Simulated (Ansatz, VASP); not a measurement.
# Te2Mo in VASP and in Ansatz

Contents of POSCAR:

```
Te2Mo
1.0
    3.5363379141      0.0000000000      0.0000000000
   -1.7681689570      3.0625584699      0.0000000000
    0.0000000000      0.0000000000     17.4064431499
Te Mo
2 1
Direct
    0.3333333333      0.6666666667      0.1021445500
    0.3333333333      0.6666666667      0.8978554500
    0.0000000000      0.0000000000      0.0000000000
```

INCAR.step1

```
SYSTEM = Te2Mo
ALGO     = Normal         ! electronic algorithm
EDIFF    = 1E-4           ! SCF threshold, eV
ENCUT    = 520            ! plane-wave cutoff, eV
GGA      = PE             ! functional
ISMEAR   = -1             ! smearing method
LASPH    = .TRUE.         ! aspherical terms in the spheres
LCHARG   = .FALSE.        ! write CHGCAR
LREAL    = .FALSE.        ! projectors in reciprocal space
LWAVE    = .TRUE.         ! write WAVECAR
NBANDS   = 20             ! bands
NELM     = 100            ! most SCF steps
PREC     = Accurate       ! precision mode
SIGMA    = 0.05           ! smearing width, eV
```

The input INCAR.step2:

```
SYSTEM = Te2Mo
ALGO     = Normal         ! electronic algorithm
EDIFF    = 1E-6           ! SCF threshold, eV
ENCUT    = 520            ! plane-wave cutoff, eV
ISIF     = 2              ! what is computed and relaxed
ISMEAR   = -1             ! smearing method
ISTART   = 1            
LASPH    = .TRUE.         ! aspherical terms in the spheres
LCHARG   = .FALSE.        ! write CHGCAR
LMIXTAU  = .TRUE.       
LREAL    = .FALSE.        ! projectors in reciprocal space
LWAVE    = .FALSE.        ! write WAVECAR
METAGGA  = R2SCAN         ! meta-GGA
NBANDS   = 20             ! bands
NELM     = 100            ! most SCF steps
PREC     = Accurate       ! precision mode
SIGMA    = 0.05           ! smearing width, eV
```

File KPOINTS:

```
k-points
0
G
  9 9 2
  0 0 0
```

input.yaml

```yaml
crystal:
  lattice:
    - [3.5363379141, 0.0, 0.0]
    - [-1.768168957, 3.0625584699, 0.0]
    - [0.0, 0.0, 17.4064431499]
  atoms:
    - { symbol: Te, position: [0.3333333333, 0.6666666667, 0.10214455] }
    - { symbol: Te, position: [0.3333333333, 0.6666666667, 0.89785545] }
    - { symbol: Mo, position: [0.0, 0.0, 0.0] }
hamiltonian:
  xc: r2scan
  pseudopotentials: { kind: paw }
kpoints:
  mp_grid: { grid: [9, 9, 2] }
scf:
  occupations: { method: fermi_dirac, width: 0.05 }
output:
  forces: true
  stress: true
  eigenvalues: true
```

Alike in both runs: task single point; functional r2SCAN; k mesh 9 × 9 × 2; occupations fermi-dirac, width 0.05 eV; no spin polarisation.

|  | VASP | Ansatz |
| --- | --- | --- |
| version | VASP 6.6.1 | Ansatz 0.2.0 |
| potentials or method | VASP PAW PBE potentials, release 64 (Te, Mo_sv) | Ansatz PAW |
| plane-wave cutoff (eV) | 520 | 500 |
| valence electrons in the cell | 26 | 46 |

```tsv
	VASP	Ansatz	Ansatz less VASP
gap on the k mesh at the Fermi level (eV)	1.16	1.16	-0.001
least direct gap on the mesh (eV)	1.16	1.16	-0.001
rms of the force components (eV/Å)	0.153	0.139	-0.0133
```

VASP's potentials were made for PBE, not for r2SCAN. Atom by atom the forces differ by 0.013 eV/Å (rms over components). With one functional, cell and mesh, what is left measures potentials, basis and numerics. VASP's potentials hold 26 valence electrons a cell and Ansatz's 46, so a difference there can come from the potentials and not from the codes.

Neither program's run includes spin-orbit coupling. Noted on Ansatz's run: odd divisions of the mesh miss points on the zone boundary, where band edges often lie, so the gap on the mesh can be too wide.
